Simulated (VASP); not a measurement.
**TaAs: single point with PBE**

System: TaAs, a slab with vacuum.

```
Ta As
1.0
     3.44363    0.00000    0.00000
     0.00000    3.44363    0.00000
     0.00000    0.00000   24.77206
Ta As
4 4
Cartesian
  1.7218 1.7218 7.5000
  0.0000 1.7218 10.4340
  0.0000 0.0000 13.3679
  1.7218 0.0000 16.3019
  0.0000 0.0000 8.4701
  1.7218 0.0000 11.4041
  1.7218 1.7218 14.3381
  0.0000 1.7218 17.3121
```

This cell differs from its parent crystal: last atom moved by 0.04 Å along z.

```json
{
 "Program": "VASP 6.6.1",
 "Task": "single point",
 "Functional": "PBE",
 "Potentials or basis": "VASP PAW PBE potentials, release 64 (Ta_pv, As)",
 "Cutoff": "550 eV",
 "k mesh": "15 × 15 × 1",
 "Occupations": "fermi-dirac, width 0.02 eV",
 "Spin": "no spin polarisation",
 "Tolerance level": "standard",
 "Dipole correction": "yes",
 "Purpose": "forces",
 "Further INCAR settings": "ALGO = Normal; EDIFF = 1e-08; NELMDL = -8; ISIF = 0"
}
```

```json
{
  "Largest force": "0.817 eV/Å",
  "Band gap on the k mesh": "zero (bands 32 and 33 overlap by 1.00 eV)"
}
```

Forces in eV/Å, atoms in the order of the input:
```
Ta   0.000  0.000  0.789
Ta   0.000  0.000 -0.185
Ta   0.000  0.000 -0.275
Ta   0.000  0.000 -0.065
As   0.000  0.000 -0.817
As   0.000  0.000  0.135
As   0.000  0.000  0.112
As   0.000  0.000  0.306
```

Levels at points of the mesh, in eV from the Fermi level:
| k point | band 28 | band 29 | band 30 | band 31 | band 32 | band 33 | band 34 | band 35 | band 36 | band 37 |
| --- | --- | --- | --- | --- | --- | --- | --- | --- | --- | --- |
| (0.00, 0.00, 0.00) | -1.71 | -1.14 | -1.10 | -0.47 | -0.21 | -0.05 | 1.17 | 1.41 | 1.61 | 1.85 |

It took 9.2 min on 2 MPI ranks on Intel(R) Xeon(R) 6975P-C (Granite Rapids) (shared host), peak memory 0.83 GiB a rank.

Caveat: the cell differs from its parent crystal (last atom moved by 0.04 Å along z); spin-orbit coupling is left out, which moves the levels of the heavy elements.
